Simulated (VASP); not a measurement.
TiH2, 3 atoms in the cell. Symmetry: I4mm, No. 107, tetragonal system. The conventional cell has a = 3.193 Å, b = 3.193 Å, c = 4.267 Å, α = 90.00°, β = 90.00°, γ = 90.00°. Within 2.3 Å of Ti (site symmetry 4mm) lie 8 H at 1.72 to 2.19 Å. H (site symmetry 2mm) has 4 Ti at 1.72 to 2.19 Å and 6 H at 2.13 to 2.26 Å within 2.3 Å.  This cell differs from its parent crystal: all Ti atoms moved +0.438 Å, as atom 1 along Cartesian [0 0 1].

* Program: VASP 6.6.1
* Task: single point
* Functional: PBEsol
* Potentials or basis: VASP PAW PBE potentials, release 64 (Ti_sv, H)
* Cutoff: 520 eV
* k mesh: 20 × 20 × 20
* Occupations: gaussian, width 0.15 eV
* Spin: no spin polarisation
* Dipole correction: no
* Further INCAR settings: ALGO = Normal; EDIFF = 1e-06; NBANDS = 14

Potentials or basis: VASP PAW PBE potentials, release 64 (Ti_sv, H).

Launch:

```console
$ cat potpaw_PBE.64/Ti_sv/POTCAR potpaw_PBE.64/H/POTCAR > POTCAR
$ mpirun -np 1 vasp_std > vasp.out
```

Hardware: 1 thread of Oxide Virtual Turin-like Processor, with other jobs on the host.

**Question.** How long does it take, and how much memory?

**Answer.** Wall time 4.6 min on 1 thread of Oxide Virtual Turin-like Processor (shared host), peak memory 0.27 GiB. Counts: scf iterations 13, k points 641.
